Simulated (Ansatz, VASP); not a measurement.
# TaN: VASP beside Ansatz

```
Ta N
1.0
     2.87924    0.00000    0.00000
    -1.43962    2.59527    0.00000
     0.00000    0.00000    2.88300
Ta N
1 1
Direct
  0.33333 0.66667 0.50000
  0.00000 0.00000 0.00000
```

Change from the starting cell: strain -0.0200 x Voigt [1, -1, 0, 0, 0, 0], atoms carried along.

Alike in both runs: task single point; functional r2SCAN; k mesh 18 × 18 × 16; occupations gaussian, width 0.15 eV; no spin polarisation.

|  | VASP | Ansatz |
| --- | --- | --- |
| version | VASP 6.6.1 | Ansatz 0.2.0 |
| potentials or method | VASP PAW PBE potentials, release 64 (Ta_pv, N), cutoff 520 eV | scalar-relativistic, plane waves, PAW |
| valence electrons in the cell | 16 | 18 |

|  | VASP | Ansatz | Ansatz less VASP |
| --- | --- | --- | --- |
| gap on the k mesh at the Fermi level (eV) | none | none | - |
| pressure (GPa) | 1.8 | 0.2 | -1.63 |
| traceless stress, the component that is largest in VASP (GPa) | -10.08 | -10.01 | +0.078 |
| rms of the force components (eV/Å) | 0.027 | 0.024 | -0.0027 |

VASP's potentials were made for PBE, not for r2SCAN. Atom by atom the forces differ by 0.003 eV/Å (rms over components). A gap of «none» marks a metal or a gap that the smearing closes. VASP's potentials hold 16 valence electrons a cell and Ansatz's 18, so a difference there can come from the potentials and not from the codes.

Spin-orbit coupling is off throughout.
